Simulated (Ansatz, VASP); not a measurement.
Two plane-wave programs on W

Contents of INCAR:

```
  PREC = Accurate
  ENCUT = 520
  EDIFF = 1E-6
  ISMEAR = 0
  SIGMA = 0.15
  LREAL = F
  LASPH = T
  NELM = 100
  ALGO = Fast
  ISIF = 2
  LWAVE = F
  LCHARG = F
  GGA = PE
  NBANDS = 13
```

File KPOINTS:

```
Automatic mesh
0
Gamma
  20 20 20
```

Contents of POSCAR:

```
W
1.0
   -1.6343519688      1.5600125932      1.5600125932
    1.5600125932     -1.6343519688      1.5600125932
    1.5600125932      1.5600125932     -1.6343519688
W
1
Direct
    0.0000000000      0.0000000000      0.0000000000
```

Input for Ansatz:

```yaml
crystal:
  lattice:
    - [-1.6343519688, 1.5600125932, 1.5600125932]
    - [1.5600125932, -1.6343519688, 1.5600125932]
    - [1.5600125932, 1.5600125932, -1.6343519688]
  atoms:
    - { symbol: W, position: [0.0, 0.0, 0.0] }
basis:
  ecutwfc: 420
kpoints:
  mp_grid: { grid: [20, 20, 20] }
hamiltonian:
  xc: pbe
  pseudopotentials: { kind: paw, azcp: { folder: soft_1 } }
scf:
  occupations: { method: gaussian, width: 0.15 }
output:
  forces: true
  stress: true
  eigenvalues: true
```

Change from the starting cell: equal engineering shear yz, xz and xy -0.0467, equal normal strain along x, y and z -0.0200.

Alike in both runs: task single point; functional PBE; k mesh 20 × 20 × 20; occupations gaussian, width 0.15 eV; no spin polarisation.

```csv
,VASP,Ansatz
version,VASP 6.6.1,Ansatz 0.2.0
potentials or method,"VASP PAW PBE potentials, release 64 (W_sv), cutoff 520 eV","scalar-relativistic, plane waves, PAW"
valence electrons in the cell,14,14
```

Ansatz gave:

| Property | Result |
| --- | --- |
| gap on the k mesh at the Fermi level (eV) | none |
| pressure (GPa) | 23.0 |
| traceless stress, the component that is largest in VASP (GPa) | 10.22 |

Q: Which values does VASP return?

A: gap on the k mesh at the Fermi level (eV): none; pressure (GPa): 23.8; traceless stress, the component that is largest in VASP (GPa): 10.42.

A gap of «none» marks a metal or a gap that the smearing closes. The functional is the same, so the differences come from potentials, cutoffs and numerics.

Neither program's run includes spin-orbit coupling.
